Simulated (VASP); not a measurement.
Input of a VASP 6.6.1 run:

INCAR

```
SYSTEM = GaN
PREC     = Accurate       ! precision mode
ENCUT    = 520            ! plane-wave cutoff, eV
EDIFF    = 1E-6           ! SCF threshold, eV
ISMEAR   = 0              ! smearing method
SIGMA    = 0.01           ! smearing width, eV
LREAL    = .False.        ! projectors in reciprocal space
LASPH    = .True.         ! aspherical terms in the spheres
NELM     = 100            ! most SCF steps
ALGO     = Normal         ! electronic algorithm
ISIF     = 2              ! what is computed and relaxed
LWAVE    = .False.        ! write WAVECAR
LCHARG   = .False.        ! write CHGCAR
GGA      = CA             ! functional
NBANDS   = 26             ! bands
```

The input KPOINTS:

```
Automatic mesh
0
Gamma
  8 8 5
  0 0 0
```

Contents of POSCAR:

```
GaN
1.0
    3.1675547629      0.0000000000      0.0000000000
   -1.5837773814      2.7158875404      0.0000000000
    0.0000000000      0.0000000000      5.1382821540
Ga N
2 2
Direct
    0.3330218504      0.6660437008     -0.0007046785
    0.6669781496      0.3339562992      0.4992953215
    0.3323360851      0.6646721703      0.3757046785
    0.6676639149      0.3353278297      0.8757046785
```

Potentials or basis: VASP PAW LDA potentials, release 64 (Ga_d, N).

The run is started by

```bash
$ cat potpaw_LDA.64/Ga_d/POTCAR potpaw_LDA.64/N/POTCAR > POTCAR
$ mpirun -np 1 vasp_std > vasp.out
```

(1) Estimate the band gap on the k mesh.

(2) Predict the pressure.

Results:

(1) 2.12 eV.

(2) 1.1 GPa.
